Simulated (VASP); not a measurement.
The system is SrO.

```
Sr O
1.0
     0.00000    2.58330    2.58330
     2.58330    0.00000    2.58330
     2.58330    2.58330    0.00000
Sr O
1 1
Cartesian
  2.5833 2.5833 2.5833
  0.0000 0.0000 0.0000
```

This cell differs from its parent crystal: volume scaled by 1.02.

Base run:

* Program: VASP 6.6.1
* Functional: PBEsol
* Potentials or basis: VASP PAW PBE potentials, release 64 (Sr_sv, O)
* Cutoff: 520 eV
* k mesh: 9 × 9 × 9
* Occupations: fermi-dirac, width 0.05 eV
* Spin: no spin polarisation

Its results: band gap on the k mesh 3.22 eV, indirect (least direct gap 3.33 eV); pressure -1.7 GPa.

Q: After a change of settings the same cell gave: band gap on the k mesh 3.33 eV, indirect (least direct gap 3.43 eV); pressure 2.0 GPa. Which change was it?
A. functional from PBEsol to PBE
B. functional from PBEsol to RPBE; further incar settings from ALGO = Normal; EDIFF = 1e-06; NBANDS = 15 to ALGO = Normal; EDIFF = 1e-07; NBANDS = 15
C. functional from PBEsol to r2SCAN
D. functional from PBEsol to revPBE; dispersion from none to D3(BJ)

A: A.

PBE binds less tightly than PBEsol, so the same cell stands under more pressure.

Caveats: the PAW data sets were made with another functional, which shifts forces and pressure a little (some runs).
